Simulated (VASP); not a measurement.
# Ir (P6_3/mmc) in VASP: a series of runs, part 2 of 2

VASP 6.6.1. Earlier steps stand in the parts before.

### 3 Single point, LDA (14.43 Å³/atom)

This run uses another cell than the first one, of 14.43 Å³/atom.

File INCAR:

```
SYSTEM = Ir
  ALGO = Normal
  EDIFF = 1E-6
  ENCUT = 500
  GGA_COMPAT = .FALSE.
  ISIF = 2
  ISMEAR = -1
  LASPH = .TRUE.
  LCHARG = .TRUE.
  LELF = .TRUE.
  LREAL = .FALSE.
  LVHAR = .TRUE.
  LWAVE = .FALSE.
  NBANDS = 26
  NELM = 120
  PREC = Accurate
  SIGMA = 0.1
```

File KPOINTS:

```
k-points
0
G
  15 15 4
  0 0 0
```

File POSCAR:

```
Ir
1.0
    2.7324894407      0.0000000000      0.0000000000
   -1.3662447203      2.3664052712      0.0000000000
    0.0000000000      0.0000000000      8.9271310234
Ir
4
Direct
    1.0000000000      1.0000000000      1.0000000000
    1.0000000000      1.0000000000      0.5000000000
    0.3333333333      0.6666666667      0.2500000000
    0.6666666667      0.3333333333      0.7500000000
```

Potentials or basis: VASP PAW LDA potentials, release 64 (Ir).

On the command line:

```sh
cat potpaw_LDA.64/Ir/POTCAR > POTCAR
mpirun -np 1 vasp_std > vasp.out
```

Wall time 41 s (1 thread of Intel Xeon 6975P-C (Granite Rapids), shared host); peak memory 0.21 GiB.

It converged, with:

| Property | Result |
| --- | --- |
| Free energy | -41.1586 eV |
| Pressure | -12.3 GPa |
| Band gap on the k mesh | zero (bands 18 and 19 overlap by 2.45 eV) |

Stress tensor (GPa, compression positive):
```
-12.25   0.00   0.00
  0.00 -12.25   0.00
  0.00   0.00 -12.33
```

Levels at points of the mesh, in eV from the Fermi level:
```
           k point  band 15  band 16  band 17  band 18  band 19  band 20  band 21  band 22
(0.00, 0.00, 0.00)    -3.24    -1.74    -1.74    -1.00    -1.00    -0.69    -0.34    -0.34
(0.00, 0.00, 0.50)    -2.61    -2.61    -1.35    -1.35    -1.35    -1.35     0.20     0.20
```

Caveat: the cell stands under tension; spin-orbit coupling is left out, which moves the levels of the heavy elements.

### 4 Single point, LDA (14.99 Å³/atom)

This run uses another cell than the first one, of 14.99 Å³/atom.

File INCAR:

```
SYSTEM = Ir
PREC = Accurate
ENCUT = 500
EDIFF = 1E-6
ISMEAR = -1
SIGMA = 0.1
LREAL = .False.
LASPH = .True.
NELM = 120
ALGO = Normal
ISIF = 2
LWAVE = .False.
LCHARG = .False.
GGA = CA
NBANDS = 26
GGA_COMPAT = .False.
```

File KPOINTS:

```
Automatic mesh
0
Gamma
  15 15 4
  0 0 0
```

File POSCAR:

```
Ir
1.0
    2.7670815869      0.0000000000      0.0000000000
   -1.3835407934      2.3963629486      0.0000000000
    0.0000000000      0.0000000000      9.0401446793
Ir
4
Direct
    1.0000000000      1.0000000000      1.0000000000
    1.0000000000      1.0000000000      0.5000000000
    0.3333333333      0.6666666667      0.2500000000
    0.6666666667      0.3333333333      0.7500000000
```

On the command line:

```sh
cat potpaw_LDA.64/Ir/POTCAR > POTCAR
mpirun -np 1 vasp_std > vasp.out
```

Run time: 43 s. Hardware: 1 thread of Intel Xeon 6975P-C (Granite Rapids), shared host; peak memory 0.21 GiB.

Results (log left out):

```yaml
Free_energy: -40.9071 eV
Pressure: -23.8 GPa
Band_gap_on_the_k_mesh: zero (bands 18 and 19 overlap by 2.30 eV)
```

Stress tensor (GPa, compression positive):
```
-23.74   0.00   0.00
  0.00 -23.74   0.00
  0.00   0.00 -23.89
```

Levels at points of the mesh, in eV from the Fermi level:
```tsv
k point	band 14	band 15	band 16	band 17	band 18	band 19	band 20	band 21	band 22	band 23
(0.00, 0.00, 0.00)	-3.06	-3.06	-1.64	-1.64	-0.94	-0.94	-0.58	-0.33	-0.33	0.63
(0.00, 0.00, 0.50)	-3.32	-2.46	-2.46	-1.27	-1.27	-1.27	-1.27	0.19	0.19	0.19
```

Caveat: the cell stands under tension; spin-orbit coupling is left out, which moves the levels of the heavy elements.

### 5 Single point, LDA (15.54 Å³/atom)

This run uses another cell than the first one, of 15.54 Å³/atom.

File INCAR:

```
SYSTEM = Ir
PREC = Accurate ; ENCUT = 500
EDIFF = 1E-6 ; ISMEAR = -1
SIGMA = 0.1 ; LREAL = .False.
LASPH = .True. ; NELM = 120
ALGO = Normal ; ISIF = 2
LWAVE = .False. ; LCHARG = .False.
NBANDS = 26 ; GGA_COMPAT = .False.
```

KPOINTS is that of step 4.

File POSCAR:

```
Ir
1.0
    2.8008298103      0.0000000000      0.0000000000
   -1.4004149052      2.4255897674      0.0000000000
    0.0000000000      0.0000000000      9.1504012124
Ir
4
Direct
    1.0000000000      1.0000000000      1.0000000000
    1.0000000000      1.0000000000      0.5000000000
    0.3333333333      0.6666666667      0.2500000000
    0.6666666667      0.3333333333      0.7500000000
```

Potentials or basis: VASP PAW LDA potentials, release 64 (Ir).

On the command line:

```sh
cat potpaw_LDA.64/Ir/POTCAR > POTCAR
mpirun -np 1 vasp_std > vasp.out
```

OUTCAR:

```text
SYSTEM = Ir
   PREC = Accurate
   ENCUT = 500
   EDIFF = 1E-6
   ISMEAR = -1
   LREAL = .False.
   LASPH = .True.
   NELM = 120
   ISIF = 2

 ion  position               nearest neighbor table
   1  0.000  0.000  0.000-   3 2.80   4 2.80   4 2.80   3 2.80   4 2.80   3 2.80
   2  0.000  0.000  0.500-   3 2.80   4 2.80   4 2.80   3 2.80   4 2.80   3 2.80
   3  0.333  0.667  0.250-   1 2.80   2 2.80   1 2.80   2 2.80   1 2.80   2 2.80
   4  0.667  0.333  0.750-   1 2.80   2 2.80   1 2.80   2 2.80   1 2.80   2 2.80

  LATTYP: Found a hexagonal cell.
 ALAT       =     2.8008298103
[... 896 lines left out ...]
  --------------------------------------------------------------------------------------
  -------------------------------------------------------------------------------------
  Total      -12.6736597    -12.6736597    -12.7530526      0.0000000      0.0000000      0.0000000
  in kB     -326.6392855   -326.6392855   -328.6854853      0.0000000      0.0000000      0.0000000
  external PRESSURE =    -327.3213521 kB  Pullay stress =       0.0000000 kB

 VOLUME and BASIS-vectors are now :
 -----------------------------------------------------------------------------
  energy-cutoff  :      500.00
  volume of cell :       62.16
      direct lattice vectors                 reciprocal lattice vectors
     2.800829810  0.000000000  0.000000000     0.357037045  0.206135434  0.000000000
    -1.400414905  2.425589767  0.000000000     0.000000000  0.412270868  0.000000000
     0.000000000  0.000000000  9.150401212     0.000000000  0.000000000  0.109284826

 POSITION                                       TOTAL-FORCE (eV/Angst)
 -----------------------------------------------------------------------------------
      0.00000      0.00000      0.00000        -0.000000      0.000000     -0.000000
      0.00000      0.00000      4.57520        -0.000000      0.000000     -0.000000
     -0.00000      1.61706      2.28760        -0.000000     -0.000000     -0.000000
      1.40041      0.80853      6.86280         0.000000      0.000000      0.000000
 -----------------------------------------------------------------------------------
    total drift:                                0.000000     -0.000000      0.000000

  FREE ENERGIE OF THE ION-ELECTRON SYSTEM (eV)
  ---------------------------------------------------
  free  energy   TOTEN  =       -40.5146025189 eV

  energy  without entropy=      -40.3627593642  energy(sigma->0) =      -40.43868094
```

Run time: 42 s. Hardware: 1 thread of Intel Xeon 6975P-C (Granite Rapids), shared host; peak memory 0.21 GiB.

Results:

```
Free energy            : -40.5146 eV
Pressure               : -32.7 GPa
Band gap on the k mesh : zero (bands 18 and 19 overlap by 2.15 eV)
```

Caveat: the cell stands under tension; spin-orbit coupling is left out, which moves the levels of the heavy elements.

### 6 Single point, LDA

File INCAR:

```
  ALGO = Normal
  EDIFF = 1E-6
  ENCUT = 500
  GGA_COMPAT = F
  ISIF = 2
  ISMEAR = -1
  LASPH = T
  LCHARG = F
  LREAL = F
  LWAVE = F
  NBANDS = 26
  NELM = 120
  PREC = Accurate
  SIGMA = 0.1
```

File KPOINTS:

```
k-points
0
Gamma
  18 18 5
```

File POSCAR:

```
Ir
1.0
    2.6969985477      0.0000000000      0.0000000000
   -1.3484992739      2.3356692563      0.0000000000
    0.0000000000      0.0000000000      8.8111811327
Ir
4
Direct
    1.0000000000      1.0000000000      1.0000000000
    1.0000000000      1.0000000000      0.5000000000
    0.3333333333      0.6666666667      0.2500000000
    0.6666666667      0.3333333333      0.7500000000
```

Potentials or basis: VASP PAW LDA potentials, release 64 (Ir).

On the command line:

```sh
cat potpaw_LDA.64/Ir/POTCAR > POTCAR
mpirun -np 1 vasp_std > vasp.out
```

Run time: 47 s. Hardware: 1 thread of Intel Xeon 6975P-C (Granite Rapids), shared host; peak memory 0.22 GiB.

It converged, with:

| Property | Result |
| --- | --- |
| Free energy | -41.2214 eV |
| Pressure | 2.5 GPa |
| Band gap on the k mesh | zero (bands 18 and 19 overlap by 2.46 eV) |

Stress tensor (GPa, compression positive):
```
2.63 0.00 0.00
0.00 2.63 0.00
0.00 0.00 2.16
```

Levels at points of the mesh, in eV from the Fermi level:
```
           k point  band 13  band 14  band 15  band 16  band 17  band 18  band 19  band 20  band 21  band 22
(0.00, 0.00, 0.00)    -3.61    -3.46    -3.46    -1.86    -1.86    -1.08    -1.08    -0.80    -0.37    -0.37
(0.50, 0.00, 0.00)    -2.07    -0.16     0.85     0.91     0.91     0.94     1.06     1.30     1.30     1.33
```

Caveat: spin-orbit coupling is left out, which moves the levels of the heavy elements.

### 7 Overview

| cell | k mesh | gap on the mesh (eV) | pressure (GPa) |
| --- | --- | --- | --- |
| a = 2.697, b = 2.697, c = 8.811 Å, angles 90.0, 90.0, 120.0°, 4 atoms | 15 × 15 × 4 | none | 2.4 |
| a = 2.732, b = 2.732, c = 8.927 Å, angles 90.0, 90.0, 120.0°, 4 atoms | 15 × 15 × 4 | none | -12.3 |
| a = 2.767, b = 2.767, c = 9.040 Å, angles 90.0, 90.0, 120.0°, 4 atoms | 15 × 15 × 4 | none | -23.8 |
| a = 2.801, b = 2.801, c = 9.150 Å, angles 90.0, 90.0, 120.0°, 4 atoms | 15 × 15 × 4 | none | -32.7 |
| a = 2.697, b = 2.697, c = 8.811 Å, angles 90.0, 90.0, 120.0°, 4 atoms | 18 × 18 × 5 | none | 2.5 |

Alike in all rows: task single point; level LDA; potentials or basis VASP PAW LDA potentials, release 64 (Ir); no spin polarisation; cutoff (eV) 500; smearing fermi-dirac 0.1 eV.

Caveats: spin-orbit coupling is left out, which moves the levels of the heavy elements; the cell stands under tension (at least some runs).

Total energies depend on the potentials used, so only differences within one code and one set of settings carry meaning.
